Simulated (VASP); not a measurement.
## BaTiO3 (Barioperovskite): single point with PBEsol+U

The system is BaTiO3 (Barioperovskite).

```xyz
5
Lattice="3.9855 0.0000 0.0000 0.0000 2.8369 2.8451 0.0000 -2.8369 2.8451" Properties=species:S:1:pos:R:3 pbc="T T T"
Ba    0.0000    0.0000    0.0000
Ti    1.9928    0.0000    2.9157
O     0.0000    0.0000    2.7735
O     1.9928   -1.3804    4.2594
O     1.9928    1.3804    4.2594
```

```yaml
Program: VASP 6.6.1
Task: single point
Functional: PBEsol
Potentials_or_basis: VASP PAW PBE potentials, release 64 (Ba_sv, Ti_sv, O)
Cutoff: 520 eV
k_mesh: 3 × 3 × 3
Occupations: gaussian, width 0.01 eV
Spin: no spin polarisation
Hubbard_terms: Ti d U = 5.0 eV
Dipole_correction: no
Further_INCAR_settings: ALGO = Normal; EDIFF = 1e-06; NBANDS = 28
```

| Quantity | Value |
| --- | --- |
| Pressure | 2.3 GPa |
| Largest force | 0.316 eV/Å |
| Band gap on the k mesh | 2.58 eV, direct |

Forces in eV/Å, atoms in the order of the input:
```
Ba   0.000  0.000  0.181
Ti   0.000  0.000 -0.316
O    0.000  0.000  0.128
O    0.000 -0.293  0.003
O    0.000  0.293  0.003
```

Stress tensor (GPa, compression positive):
```
2.21 0.00 0.00
0.00 2.64 0.00
0.00 0.00 1.92
```

Levels at points of the mesh, in eV from the valence-band top:
| k point | band 18 | band 19 | band 20 | band 21 | band 22 | band 23 |
| --- | --- | --- | --- | --- | --- | --- |
| (0.00, 0.00, 0.00) | -0.11 | -0.04 | 0.00 | 2.58 | 2.63 | 2.75 |

Eigenvalues of the final occupation matrices:
```csv
site,spin,trace,eigenvalues
site 2 d,1,0.78,0.10 0.10 0.11 0.23 0.23
site 2 d,2,0.78,0.10 0.10 0.11 0.23 0.23
```

It took 18 s on 1 thread of Intel Xeon 6975P-C, with other jobs on the host, peak memory 0.17 GiB.

Caveat: the k points lie up to 0.53 Å⁻¹ apart; the PAW data sets were made with another functional, which shifts forces and pressure a little; spin-orbit coupling is left out, which moves the levels of the heavy elements. A k mesh can miss the band edges.
